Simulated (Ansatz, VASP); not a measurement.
Al4Co in VASP and in Ansatz

```
Al Co
1.0
     6.16497    0.00000    0.00000
    -3.08249    5.33902    0.00000
     0.00000    0.00000    2.85474
Al Co
4 1
Cartesian
  3.0825 1.7797 1.4274
  4.8865 0.7381 0.0000
  3.0825 3.8628 0.0000
  1.2785 0.7381 0.0000
  0.0000 3.5593 1.4274
```

Alike in both runs: functional PBE; k mesh 3 × 3 × 7; occupations gaussian, width 0.2 eV; collinear spin.

Ansatz relaxed the structure, and its values are those at the end. VASP's run is a single point on that final structure, the one shown.

|  | VASP | Ansatz |
| --- | --- | --- |
| version | VASP 6.6.1 | Ansatz 0.2.0 |
| potentials or method | VASP PAW PBE potentials, release 64 (Al, Co), cutoff 520 eV | scalar-relativistic, plane waves, PAW |
| valence electrons in the cell | 21 | 29 |

|  | VASP | Ansatz | Ansatz less VASP |
| --- | --- | --- | --- |
| gap on the k mesh at the Fermi level (eV) | none | none | - |
| pressure (GPa) | -0.1 | -0.2 | -0.02 |
| rms of the force components (eV/Å) | 0.011 | 0.012 | +0.0011 |
| net moment per atom (μB) | 0.34 | 0.35 | +0.003 |
| size of the moment on the site where the two differ most (μB) | 1.86 | 1.90 | +0.035 |

Site moments also hang on the region over which each program counts them. A gap of «none» marks a metal or a gap that the smearing closes. With one functional, cell and mesh, what is left measures potentials, basis and numerics. VASP's potentials hold 21 valence electrons a cell and Ansatz's 29, so a difference there can come from the potentials and not from the codes.

The k mesh is coarse, so the values compare programs but aren't converged.
